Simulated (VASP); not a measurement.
Input of a VASP 6.6.1 run:

The input INCAR:

```
SYSTEM = MgO
PREC     = Accurate       ! precision mode
ENCUT    = 520            ! plane-wave cutoff, eV
EDIFF    = 1E-6           ! SCF threshold, eV
ISMEAR   = 0              ! smearing method
SIGMA    = 0.01           ! smearing width, eV
LREAL    = .False.        ! projectors in reciprocal space
LASPH    = .True.         ! aspherical terms in the spheres
NELM     = 100            ! most SCF steps
ALGO     = Normal         ! electronic algorithm
ISIF     = 2              ! what is computed and relaxed
LWAVE    = .False.        ! write WAVECAR
LCHARG   = .False.        ! write CHGCAR
GGA      = PS             ! functional
NBANDS   = 11             ! bands
```

The input KPOINTS:

```
Automatic mesh
0
Gamma
  10 10 10
  0 0 0
```

The input POSCAR:

```
MgO
1.0
    2.1176754551      2.1176754551      0.0000000000
   -2.1176754551      2.1176754551      0.0000000000
    0.0000000000      2.1176754551      2.1008183371
Mg O
1 1
Direct
    0.0000000000      0.0000000000      0.0000000000
    0.5000000000      0.5000000000      0.0000000000
```

Potentials or basis: VASP PAW PBE potentials, release 64 (Mg, O).

Run with:

```sh
$ cat potpaw_PBE.64/Mg/POTCAR potpaw_PBE.64/O/POTCAR > POTCAR
$ mpirun -np 1 vasp_std > vasp.out
```

**Question.** Estimate the band gap on the k mesh.

**Answer.** 4.55 eV, direct.

**Question.** Estimate the pressure.

**Answer.** -1.6 GPa.

Stress tensor (GPa, compression positive):
```
-2.13  0.00  0.00
 0.00 -2.13  0.00
 0.00  0.00 -0.54
```

Caveat: the cell differs from its parent crystal (in-plane strain +0.005); the PAW data sets were made with another functional, which shifts forces and pressure a little.
